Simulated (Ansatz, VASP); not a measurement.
# Cu: VASP beside Ansatz

```xyz
1
Lattice="0.0000 1.8527 1.8075 1.8527 0.0000 1.8075 1.8527 1.8527 0.0000" Properties=species:S:1:pos:R:3 pbc="T T T"
Cu    0.0000    0.0000    0.0000
```

Change from the starting cell: strain +0.025 along x and y, +0.000 along z, atoms carried along.

Alike in both runs: task single point; functional PBE; k mesh 22 × 22 × 22; occupations gaussian, width 0.15 eV; no spin polarisation.

|  | VASP | Ansatz |
| --- | --- | --- |
| version | VASP 6.6.1 | Ansatz 0.2.0 |
| potentials or method | VASP PAW PBE potentials, release 64 (Cu), cutoff 520 eV | scalar-relativistic, plane waves, PAW |
| valence electrons in the cell | 11 | 19 |

Ansatz gave:

```
gap on the k mesh at the Fermi level (eV)                     : none
pressure (GPa)                                                : -4.8
traceless stress, the component that is largest in VASP (GPa) : 0.80
```

**Question.** What did VASP give for the same quantities?

**Answer.** gap on the k mesh at the Fermi level (eV): none; pressure (GPa): -4.1; traceless stress, the component that is largest in VASP (GPa): 0.79.

A gap of «none» marks a metal or a gap that the smearing closes. With one functional, cell and mesh, what is left measures potentials, basis and numerics. VASP's potentials hold 11 valence electrons a cell and Ansatz's 19, so a difference there can come from the potentials and not from the codes.
